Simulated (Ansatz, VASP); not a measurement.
Tl: VASP beside Ansatz

Contents of INCAR:

```
  ALGO = Normal
  EDIFF = 1E-6
  ENCUT = 500
  GGA_COMPAT = False
  ISIF = 2
  ISMEAR = -1
  LASPH = True
  LCHARG = False
  LREAL = False
  LWAVE = False
  NBANDS = 12
  NELM = 120
  PREC = Accurate
  SIGMA = 0.05
```

Contents of KPOINTS:

```
k-points
0
Gamma
  10 10 10
```

Contents of POSCAR:

```
Tl
1.0
   -1.8157850700      1.8157850700      1.8157850700
    1.8157850700     -1.8157850700      1.8157850700
    1.8157850700      1.8157850700     -1.8157850700
Tl
1
Direct
    0.0000000000      0.0000000000      0.0000000000
```

The input input.yaml:

```yaml
crystal:
  lattice: { a: 3.63157014, b: 3.63157014, c: 3.63157014, alpha: 90.0, beta: 90.0, gamma: 90.0 }
  space_group: 229
  reduce_to_primitive: true
  atoms:
    - { symbol: Tl, wyckoff: "2a", position: [0.0, 0.0, 0.0] }
hamiltonian:
  xc: lda
  pseudopotentials: { kind: paw, xc_functional: lda, accuracy: standard }
kpoints:
  mp_grid: { grid: [10, 10, 10] }
scf:
  occupations: { method: fermi_dirac, width: 0.05 }
  n_extra_bands: 6
output:
  forces: true
  stress: true
  eigenvalues: true
  dos: { projected: true, de: 0.05, nscf_kmesh: { grid: [15, 15, 15] } }
```

Change from the starting cell: volume scaled by 0.8.

Alike in both runs: functional LDA; k mesh 10 × 10 × 10; occupations fermi-dirac, width 0.05 eV; no spin polarisation.

|  | VASP | Ansatz |
| --- | --- | --- |
| version | VASP 6.6.1 | Ansatz 0.2.0 |
| potentials or method | VASP PAW LDA potentials, release 64 (Tl_d) | JTH PAW LDA |
| plane-wave cutoff (eV) | 500 | 1800 |
| valence electrons in the cell | 13 | 13 |
| task | single point | projected density of states |

|  | VASP | Ansatz | Ansatz less VASP |
| --- | --- | --- | --- |
| gap on the k mesh at the Fermi level (eV) | none | none | - |
| pressure (GPa) | 8.1 | 7.9 | -0.25 |

LDA's correlation is that of Perdew and Zunger in VASP and of Perdew and Wang (1992) in Ansatz. A gap of «none» marks a metal or a gap that the smearing closes.

Spin-orbit coupling is off throughout.
